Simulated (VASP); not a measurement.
# NaMgI3 (P4/mmm) in VASP: notebook

NaMgI3 is run at these levels: r2SCAN; tasks: single point.

Everything below comes from runs of VASP 6.6.1. Logs are shortened: lines on timing, memory, paths and dates and some standing lists are left out, and cuts for length are marked.

### 1 The cell of the first run

Symmetry: P4/mmm, No. 123, tetragonal system. The conventional cell has a = 5.788 Å, b = 5.788 Å, c = 5.673 Å, α = 90.00°, β = 90.00°, γ = 90.00°. Within 5.3 Å of Na (site symmetry 4/mmm) lie 12 I at 4.05 to 4.09 Å and 8 Mg at 4.98 Å. Within 3.7 Å of Mg (site symmetry 4/mmm) lie 6 I at 2.84 to 2.89 Å. Within 3.8 Å of I (site symmetry mmm) lie 2 Mg at 2.89 Å. Within 3.7 Å of I (site symmetry 4/mmm) lie 2 Mg at 2.84 Å.

### 2 Single point, r2SCAN (uniaxial x strain -2.0%)

POSCAR reads:

```
NaMgI3
1.0
    5.6725620517      0.0000000000      0.0000000000
    0.0000000000      5.7883286242      0.0000000000
    0.0000000000      0.0000000000      5.7883286242
Na Mg I
1 1 3
Direct
    0.0000000000      0.0000000000      0.0000000000
    0.5000000000      0.5000000000      0.5000000000
    0.5000000000      0.5000000000      0.0000000000
    0.5000000000      0.0000000000      0.5000000000
    0.0000000000      0.5000000000      0.5000000000
```

INCAR.step1 reads:

```
PREC = Accurate
ENCUT = 520
ISMEAR = 0
SIGMA = 0.01
LREAL = F
LASPH = T
NELM = 60
NBANDS = 23
GGA = PE
ALGO = Normal
EDIFF = 1E-4
LWAVE = T
LCHARG = F
```

INCAR.step2 reads:

```
PREC = Accurate
ENCUT = 520
EDIFF = 1E-6
ISMEAR = 0
SIGMA = 0.01
LREAL = F
LASPH = T
NELM = 60
ALGO = Normal
ISIF = 2
LWAVE = F
LCHARG = F
METAGGA = R2SCAN
LMIXTAU = T
NBANDS = 23
ISTART = 1
```

KPOINTS reads:

```
regular mesh
0
Gamma
  4 4 4
```

Potentials or basis: VASP PAW PBE potentials, release 64 (Na_pv, Mg, I).

Run with:

```
$ cat potpaw_PBE.64/Na_pv/POTCAR potpaw_PBE.64/Mg/POTCAR potpaw_PBE.64/I/POTCAR > POTCAR
$ cp INCAR.step1 INCAR
$ mpirun -np 1 vasp_std > vasp.out
$ cp INCAR.step2 INCAR
$ mpirun -np 1 vasp_std > vasp.out
```

OUTCAR:

```text
PREC = Accurate
   ENCUT = 520
   EDIFF = 1E-6
   ISMEAR = 0
   LREAL = F
   LASPH = T
   NELM = 60
   ISIF = 2
   METAGGA = R2SCAN
   ISTART = 1

 ion  position               nearest neighbor table
   1  0.000  0.000  0.000-
   2  0.500  0.500  0.500-   5 2.84   5 2.84   3 2.89   3 2.89   4 2.89   4 2.89
   3  0.500  0.500  0.000-   2 2.89   2 2.89
   4  0.500  0.000  0.500-   2 2.89   2 2.89
   5  0.000  0.500  0.500-   2 2.84   2 2.84

  LATTYP: Found a simple tetragonal cell.
 ALAT       =     5.7883286242
 C/A-ratio  =     0.9800000000

  Lattice vectors:

 A1 = (   0.0000000000,   5.7883286242,   0.0000000000)
 A2 = (   0.0000000000,   0.0000000000,   5.7883286242)
 A3 = (   5.6725620517,   0.0000000000,   0.0000000000)

Analysis of symmetry for initial positions (statically):
=====================================================================
 Subroutine PRICEL returns:
 Original cell was already a primitive cell.

 Routine SETGRP: Setting up the symmetry group for a
 simple tetragonal supercell.

 Subroutine GETGRP returns: Found 16 space group operations
 (whereof 16 operations were pure point group operations)
 out of a pool of 16 trial point group operations.

The static configuration has the point symmetry D_4h.

Analysis of symmetry for dynamics (positions and initial velocities):
=====================================================================
 Subroutine PRICEL returns:
 Original cell was already a primitive cell.

 Routine SETGRP: Setting up the symmetry group for a
 simple tetragonal supercell.

 Subroutine GETGRP returns: Found 16 space group operations
 (whereof 16 operations were pure point group operations)
 out of a pool of 16 trial point group operations.

The dynamic configuration has the point symmetry D_4h.

 Subroutine INISYM returns: Found 16 space group operations
 (whereof 16 operations are pure point group operations),
 and found     1 'primitive' translations

----------------------------------------------------------------------------------------

                                     Primitive cell

  volume of cell :     190.0578

  direct lattice vectors                    reciprocal lattice vectors
     5.672562052  0.000000000  0.000000000     0.176287186  0.000000000  0.000000000
     0.000000000  5.788328624  0.000000000     0.000000000  0.172761442  0.000000000
     0.000000000  0.000000000  5.788328624     0.000000000  0.000000000  0.172761442

  length of vectors
     5.672562052  5.788328624  5.788328624     0.176287186  0.172761442  0.172761442

  position of ions in fractional coordinates (direct lattice)
     0.000000000  0.000000000  0.000000000
     0.500000000  0.500000000  0.500000000
     0.500000000  0.500000000  0.000000000
     0.500000000  0.000000000  0.500000000
     0.000000000  0.500000000  0.500000000

  ion indices of the primitive-cell ions
   primitive index   ion index
                 1           1
                 2           2
                 3           3
                 4           4
                 5           5

----------------------------------------------------------------------------------------

 KPOINTS: regular mesh

Automatic generation of k-mesh.
 Grid dimensions read from file:
 generate k-points for:    4    4    4

 Generating k-lattice:

  Cartesian coordinates                     Fractional coordinates (reciprocal lattice)
     0.044071796  0.000000000  0.000000000     0.250000000  0.000000000  0.000000000
     0.000000000  0.043190361  0.000000000     0.000000000  0.250000000  0.000000000
     0.000000000  0.000000000  0.043190361     0.000000000  0.000000000  0.250000000

  Length of vectors
     0.044071796  0.043190361  0.043190361

  Shift w.r.t. Gamma in fractional coordinates (k-lattice)
     0.000000000  0.000000000  0.000000000

 Subroutine IBZKPT returns following result:
 ===========================================

 Found     18 irreducible k-points:

 Following reciprocal coordinates:
            Coordinates               Weight
  0.000000  0.000000  0.000000      1.000000
  0.250000  0.000000  0.000000      2.000000
  0.500000  0.000000  0.000000      1.000000
  0.000000  0.250000  0.000000      4.000000
  0.250000  0.250000  0.000000      8.000000
  0.500000  0.250000  0.000000      4.000000
[... 10 lines left out ...]
  0.250000  0.500000  0.500000      2.000000
  0.500000  0.500000  0.500000      1.000000
   k-points           NKPTS =     18   k-points in BZ     NKDIM =     18   number of bands    NBANDS=     23
   number of dos      NEDOS =    301   number of ions     NIONS =      5
   total plane-waves  NPLWV =  96768
   dimension x,y,z NGX =    42 NGY =   48 NGZ =   48
   dimension x,y,z NGXF=    84 NGYF=   96 NGZF=   96
   ions per type =               1   1   3
   NGX,Y,Z   is equivalent  to a cutoff of  12.31, 13.79, 13.79 a.u.
   NGXF,Y,Z  is equivalent  to a cutoff of  24.62, 27.57, 27.57 a.u.
 SYSTEM =  unknown system
   PREC   = accura    normal or accurate (medium, high low for compatibility)
   ISTART =      1    job   : 0-new  1-cont  2-samecut
   ICHARG =      0    charge: 1-file 2-atom 10-const
   ISPIN  =      1    spin polarized calculation?
   LNONCOLLINEAR =      F non collinear calculations
   LSORBIT =      F    spin-orbit coupling
   LASPH  =      T    aspherical Exc in radial PAW
   ENCUT  =  520.0 eV  38.22 Ry    6.18 a.u.  10.55 10.76 10.76*2*pi/ulx,y,z
   NELM   =     60;   NELMIN=  2; NELMDL=  0     # of ELM steps
   EDIFF  = 0.1E-05   stopping-criterion for ELM
   LREAL  =      F    real-space projection
   EDIFFG = 0.1E-04   stopping-criterion for IOM
   NSW    =      0    number of steps for IOM
   IBRION =     -1    ionic relax: 0-MD 1-quasi-New 2-CG
   NFREE  =      0    steps in history (QN), initial steepest desc. (CG)
   ISIF   =      2    stress and relaxation
   ISYM   =      2    0-nonsym 1-usesym 2-fastsym
   POTIM  = 0.5000    time-step for ionic-motion
   TEBEG  =    0.0;   TEEND  =   0.0 temperature during run
   PSTRESS=    0.0 pullay stress
   NELECT =      30.0000    total number of electrons
   NUPDOWN=      -1.0000    fix difference up-down
   EMIN   =  10.00;   EMAX   =-10.00  energy-range for DOS
   EFERMI =   0.00;   METHOD = LEGACY
   ISMEAR =     0;   SIGMA  =   0.01  broadening in eV -4-tet -1-fermi 0-gaus
   EFERMI_NEDOS =   21; number of points for ismear=-14 and -15
   IALGO  =     38    algorithm
   IMIX   =      4    mixing-type and parameters
     AMIX     =   0.40;   BMIX     =  1.00
     AMIX_MAG =   1.60;   BMIX_MAG =  1.00
  volume/ion in A,a.u.               =      38.01       256.51
  Fermi-wavevector in a.u.,A,eV,Ry     =   0.884749  1.671933 10.650377  0.782781
  Thomas-Fermi vector in A             =   2.005690
   LORBIT       =      0    0 simple, 1 ext, 2 COOP (PROOUT), +10 PAW based schemes
   METAGGA = R2SCAN    functional components
   LHFCALC =     F    Hartree Fock is set to
   AEXX    =    0.0000 exact exchange contribution
   IVDW    =     0    specifies the selected vdW correction
   LEPSILON=     F    determine dielectric tensor
   LRPA    =     F    only Hartree local field effects (RPA)
 non-spin polarized calculation
 Gauss-broadening in eV      SIGMA  =   0.01
  energy-cutoff  :      520.00
  volume of cell :      190.06
 maximum number of plane-waves:      5148
   NGX = 21   NGY = 21   NGZ = 21

 number of electron      29.9999999 magnetization

 Free energy of the ion-electron system (eV)
  ---------------------------------------------------
  ext. energy  EPLUGINS =         0.00000000
  ---------------------------------------------------
  free energy    TOTEN  =       -86.91034168 eV

  energy without entropy =      -86.91034168  energy(sigma->0) =      -86.91034168

 E-fermi :   1.4990     XC(G=0):  -7.8225

 val. band max:        1.3898485680   @ k =   0.5000   0.5000   0.5000
 cond. band min:       3.1707548082   @ k =   0.0000   0.0000   0.0000
 fundamental gap:      1.7809062403
 Fermi energy:         1.4989719041

 k-point     1 :       0.0000    0.0000    0.0000
  band No.  band energies     occupation
      1     -23.8997      2.00000
      2     -23.8997      2.00000
      3     -23.8989      2.00000
      4     -11.1217      2.00000
      5     -10.1685      2.00000
      6     -10.1587      2.00000
[... 15 lines left out ...]
     22       7.4206      0.00000
     23       9.8462      0.00000

 k-point     2 :       0.2500    0.0000    0.0000
  band No.  band energies     occupation
      1     -23.8997      2.00000
      2     -23.8997      2.00000
      3     -23.8990      2.00000
      4     -11.0047      2.00000
      5     -10.3071      2.00000
      6     -10.1540      2.00000
[... 15 lines left out ...]
     22       8.2202      0.00000
     23       9.4654      0.00000

 k-point     3 :       0.5000    0.0000    0.0000
  band No.  band energies     occupation
      1     -23.8997      2.00000
      2     -23.8997      2.00000
      3     -23.8990      2.00000
      4     -10.7957      2.00000
      5     -10.5377      2.00000
      6     -10.1494      2.00000
[... 15 lines left out ...]
     22       8.4137      0.00000
     23       9.5180      0.00000

 k-point     4 :       0.0000    0.2500    0.0000
  band No.  band energies     occupation
      1     -23.8998      2.00000
      2     -23.8997      2.00000
      3     -23.8989      2.00000
      4     -11.0186      2.00000
      5     -10.2880      2.00000
      6     -10.1621      2.00000
[... 15 lines left out ...]
     22       8.1366      0.00000
     23       9.4263      0.00000

 k-point     5 :       0.2500    0.2500    0.0000
  band No.  band energies     occupation
      1     -23.8998      2.00000
      2     -23.8997      2.00000
      3     -23.8989      2.00000
      4     -10.9089      2.00000
      5     -10.3347      2.00000
      6     -10.2285      2.00000
[... 15 lines left out ...]
     22       8.3707      0.00000
     23       8.7454      0.00000

 k-point     6 :       0.5000    0.2500    0.0000
  band No.  band energies     occupation
      1     -23.8998      2.00000
      2     -23.8997      2.00000
      3     -23.8990      2.00000
      4     -10.7020      2.00000
      5     -10.5307      2.00000
      6     -10.2432      2.00000
[... 15 lines left out ...]
     22       8.4097      0.00000
     23       9.0962      0.00000

 k-point     7 :       0.0000    0.5000    0.0000
  band No.  band energies     occupation
      1     -23.8998      2.00000
      2     -23.8997      2.00000
      3     -23.8989      2.00000
      4     -10.8577      2.00000
      5     -10.4720      2.00000
      6     -10.1585      2.00000
[... 197 lines left out ...]
     22       8.9316      0.00000
     23       9.3273      0.00000

 k-point    15 :       0.5000    0.5000    0.2500
  band No.  band energies     occupation
      1     -23.8998      2.00000
      2     -23.8997      2.00000
      3     -23.8990      2.00000
      4     -10.5172      2.00000
      5     -10.4667      2.00000
      6     -10.4487      2.00000
[... 15 lines left out ...]
     22       8.4737      0.00000
     23       8.9789      0.00000

 k-point    16 :       0.0000    0.5000    0.5000
  band No.  band energies     occupation
      1     -23.8998      2.00000
      2     -23.8998      2.00000
      3     -23.8989      2.00000
      4     -10.5671      2.00000
      5     -10.4581      2.00000
      6     -10.4581      2.00000
[... 15 lines left out ...]
     22       8.0026      0.00000
     23       9.9539      0.00000

 k-point    17 :       0.2500    0.5000    0.5000
  band No.  band energies     occupation
      1     -23.8998      2.00000
      2     -23.8998      2.00000
      3     -23.8989      2.00000
      4     -10.5392      2.00000
      5     -10.4503      2.00000
      6     -10.4503      2.00000
[... 15 lines left out ...]
     22       8.5774      0.00000
     23       8.9297      0.00000

 k-point    18 :       0.5000    0.5000    0.5000
  band No.  band energies     occupation
      1     -23.8998      2.00000
      2     -23.8998      2.00000
      3     -23.8990      2.00000
      4     -10.5106      2.00000
      5     -10.4424      2.00000
      6     -10.4424      2.00000
[... 15 lines left out ...]
     22       9.4836      0.00000
     23       9.5627      0.00000

------------------------ aborting loop because EDIFF is reached ----------------------------------------

  FORCE on cell =-STRESS in cart. coord.  units (eV):
  Direction    XX          YY          ZZ          XY          YZ          ZX
  --------------------------------------------------------------------------------------
  -------------------------------------------------------------------------------------
  Total        0.8390105      0.2476102      0.2476102      0.0000000      0.0000000      0.0000000
  in kB        7.0728161      2.0873413      2.0873413      0.0000000      0.0000000      0.0000000
  external PRESSURE =       3.7491662 kB  Pullay stress =       0.0000000 kB

 VOLUME and BASIS-vectors are now :
 -----------------------------------------------------------------------------
  energy-cutoff  :      520.00
  volume of cell :      190.06
      direct lattice vectors                 reciprocal lattice vectors
     5.672562052  0.000000000  0.000000000     0.176287186  0.000000000  0.000000000
     0.000000000  5.788328624  0.000000000     0.000000000  0.172761442  0.000000000
     0.000000000  0.000000000  5.788328624     0.000000000  0.000000000  0.172761442

 POSITION                                       TOTAL-FORCE (eV/Angst)
 -----------------------------------------------------------------------------------
      0.00000      0.00000      0.00000         0.000000      0.000000      0.000000
      2.83628      2.89416      2.89416         0.000000      0.000000      0.000000
      2.83628      2.89416      0.00000         0.000000      0.000000      0.000000
      2.83628      0.00000      2.89416         0.000000      0.000000      0.000000
      0.00000      2.89416      2.89416         0.000000      0.000000      0.000000
 -----------------------------------------------------------------------------------
    total drift:                                0.000000     -0.000000      0.000000

  FREE ENERGIE OF THE ION-ELECTRON SYSTEM (eV)
  ---------------------------------------------------
  free  energy   TOTEN  =       -86.9103416768 eV

  energy  without entropy=      -86.9103416768  energy(sigma->0) =      -86.91034168
```

Run time: 2.9 min. Hardware: 1 thread of Intel Xeon 6975P-C (Granite Rapids), shared host; peak memory 0.37 GiB.

What came out:

```yaml
Free_energy: -86.9103 eV
Pressure: 0.4 GPa
Band_gap_on_the_k_mesh: 1.78 eV (least direct gap 2.37 eV)
```

Levels at points of the mesh, in eV from the valence-band top:
```
           k point  band 12  band 13  band 14  band 15  band 16  band 17  band 18  band 19
(0.00, 0.00, 0.00)    -0.93    -0.63    -0.59    -0.59     1.78     3.14     5.80     5.86
(0.50, 0.00, 0.00)    -1.49    -1.20    -0.74    -0.74     4.07     4.53     5.15     6.26
(0.00, 0.50, 0.00)    -1.43    -1.18    -0.73    -0.69     3.91     4.41     5.20     6.26
(0.50, 0.50, 0.00)    -1.45    -1.41    -1.14    -0.01     4.60     5.62     5.66     5.82
(0.00, 0.50, 0.50)    -1.39    -1.39    -1.15    -0.08     4.67     5.66     5.66     5.77
(0.50, 0.50, 0.50)    -1.12    -0.06     0.00     0.00     3.15     5.01     5.01     5.23
```

Caveat: the cell differs from its parent crystal (uniaxial x strain -2.0%); the PAW data sets were made with another functional, which shifts forces and pressure a little; spin-orbit coupling is left out, which moves the levels of the heavy elements.

### 3 Single point, r2SCAN (epitaxial xy strain -0.5%)

POSCAR, as its differences from that of step 2:

```diff
@@ -2,5 +2,5 @@
 1.0
-    5.6725620517      0.0000000000      0.0000000000
-    0.0000000000      5.7883286242      0.0000000000
-    0.0000000000      0.0000000000      5.7883286242
+    5.7593869811      0.0000000000      0.0000000000
+    0.0000000000      5.7593869811      0.0000000000
+    0.0000000000      0.0000000000      5.8027994458
 Na Mg I
```

INCAR.step1 reads:

```
ALGO = Normal
EDIFF = 1E-4
ENCUT = 520
GGA = PE
ISMEAR = 0
LASPH = T
LCHARG = F
LREAL = F
LWAVE = T
NBANDS = 23
NELM = 80
PREC = Accurate
SIGMA = 0.01
```

INCAR.step2 reads:

```
ALGO = Normal
EDIFF = 1E-6
ENCUT = 520
ISIF = 2
ISMEAR = 0
ISTART = 1
LASPH = T
LCHARG = T
LELF = T
LMIXTAU = T
LREAL = F
LVHAR = T
LWAVE = F
METAGGA = R2SCAN
NBANDS = 23
NELM = 80
PREC = Accurate
SIGMA = 0.01
```

KPOINTS reads:

```
k-points
0
Gamma
  4 4 4
```

Potentials or basis: VASP PAW PBE potentials, release 64 (Na_pv, Mg, I).

Run with:

```
$ cat potpaw_PBE.64/Na_pv/POTCAR potpaw_PBE.64/Mg/POTCAR potpaw_PBE.64/I/POTCAR > POTCAR
$ cp INCAR.step1 INCAR
$ mpirun -np 1 vasp_std > vasp.out
$ cp INCAR.step2 INCAR
$ mpirun -np 1 vasp_std > vasp.out
```

Wall time 2.7 min (1 thread of Intel Xeon 6975P-C (Granite Rapids), shared host); peak memory 0.4 GiB.

Results (log left out):

* Free energy: -86.9172 eV
* Pressure: 0.1 GPa
* Band gap on the k mesh: 1.78 eV (least direct gap 2.36 eV)

Stress tensor (GPa, compression positive):
```
 0.14  0.00  0.00
 0.00  0.14  0.00
 0.00  0.00 -0.03
```

Levels at points of the mesh, in eV from the valence-band top:
```
           k point  band 12  band 13  band 14  band 15  band 16  band 17  band 18  band 19
(0.00, 0.00, 0.00)    -0.92    -0.60    -0.60    -0.59     1.78     3.13     5.86     5.86
(0.50, 0.00, 0.00)    -1.42    -1.15    -0.72    -0.70     3.96     4.46     5.16     6.29
(0.50, 0.50, 0.00)    -1.39    -1.39    -1.12    -0.01     4.61     5.69     5.71     5.71
(0.00, 0.00, 0.50)    -1.41    -1.14    -0.70    -0.70     3.90     4.42     5.18     6.29
(0.50, 0.00, 0.50)    -1.38    -1.37    -1.13    -0.04     4.63     5.65     5.72     5.73
(0.50, 0.50, 0.50)    -1.11    -0.02    -0.02     0.00     3.18     5.02     5.10     5.10
```

Caveat: the cell differs from its parent crystal (epitaxial xy strain -0.5%); the PAW data sets were made with another functional, which shifts forces and pressure a little; spin-orbit coupling is left out, which moves the levels of the heavy elements. A k mesh can miss the band edges.
